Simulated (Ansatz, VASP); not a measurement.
**Two plane-wave programs on InP**

```xyz
2
Lattice="0.0000 2.9531 2.9531 2.9531 0.0000 2.9531 2.9531 2.9531 0.0000" Properties=species:S:1:pos:R:3 pbc="T T T"
In    0.0000    0.0000    0.0000
P     1.4766    1.4766    1.4766
```

Alike in both runs: task single point; functional HSE06; k mesh 6 × 6 × 6; occupations gaussian, width 0.05 eV; no spin polarisation.

|  | VASP | Ansatz |
| --- | --- | --- |
| version | VASP 6.6.1 | Ansatz 0.2.0 |
| potentials or method | VASP PAW PBE potentials, release 64 (In_d, P), cutoff 400 eV | scalar-relativistic, plane waves, PAW |
| valence electrons in the cell | 18 | 18 |

Ansatz gave:

| Property | Result |
| --- | --- |
| gap on the k mesh at the Fermi level (eV) | 1.36 |
| least direct gap on the mesh (eV) | 1.36 |
| pressure (GPa) | -0.2 |

**Question.** What did VASP give for the same quantities?

**Answer.** gap on the k mesh at the Fermi level (eV): 1.36; least direct gap on the mesh (eV): 1.36; pressure (GPa): -0.3.

With one functional, cell and mesh, what is left measures potentials, basis and numerics. Ansatz's warnings: stress exchange threshold loose, stress scf threshold loose.
